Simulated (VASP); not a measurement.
The system is In2P.

```
In P
1.0
     4.94083    0.00000    0.00000
    -2.47041    4.27888    0.00000
     0.00000    0.00000    3.14084
In P
2 1
Direct
  0.33333 0.66667 0.50000
  0.66667 0.33333 0.50000
  0.00000 0.00000 0.00000
```

```yaml
Program: VASP 6.6.1
Task: relaxation of cell and atoms
Functional: PBE
Potentials_or_basis: VASP PAW PBE potentials, release 64 (In_d, P)
Cutoff: 600 eV
k_mesh: 6 × 6 × 6
Occupations: gaussian, width 0.1 eV
Spin: no spin polarisation
```

At the start: pressure 5.1 GPa; volume 22.13 Å³/atom.

How do energy, volume and symmetry change on relaxing?

Over 18 steps the energy falls by 95.1 meV/atom and the volume is 23.96 Å³/atom (+8.2 %); space group P6/mmm (No. 191, to 0.1 Å) before and after.

Step by step:
| step | energy change (eV) | largest force (eV/Å) | pressure (GPa) | volume (Å³) |
| --- | --- | --- | --- | --- |
| 1 | 0.0000 | 0.0000 | 5.05 | 66.40 |
| 2 | -0.1068 | 0.0000 | 0.26 | 73.34 |
| 3 | -0.1072 | 0.0000 | -0.05 | 73.89 |
| 4 | -0.1072 | 0.0000 | 0.02 | 73.74 |
| 5 | -0.1119 | 0.0000 | 0.01 | 73.84 |
| 6 | -0.1335 | 0.0000 | -0.33 | 74.13 |
| 7 | -0.1912 | 0.0000 | -1.26 | 74.57 |
| 8 | -0.2627 | 0.0000 | -1.56 | 74.93 |
| 9 | -0.2549 | 0.0000 | -1.89 | 74.87 |
| 10 | -0.2658 | 0.0000 | -1.85 | 74.91 |
| 11 | -0.2673 | 0.0000 | -1.82 | 74.92 |
| 12 | -0.2686 | 0.0000 | -1.71 | 74.81 |
| 13 | -0.2691 | 0.0000 | -1.61 | 74.71 |
| 14 | -0.2708 | 0.0000 | -1.52 | 74.56 |
| 15 | -0.2753 | 0.0000 | -1.28 | 74.08 |
| 16 | -0.2819 | 0.0000 | -0.78 | 73.13 |
| 17 | -0.2847 | 0.0000 | 0.38 | 71.27 |
| 18 | -0.2854 | 0.0000 | -0.04 | 71.88 |

Final structure:
```
CELL_PARAMETERS angstrom
5.41937 0.00000 0.00000
-2.70968 4.69331 0.00000
0.00000 0.00000 2.82600
ATOMIC_POSITIONS crystal
In 0.33333 0.66667 0.50000
In 0.66667 0.33333 0.50000
P 0.00000 0.00000 0.00000
```
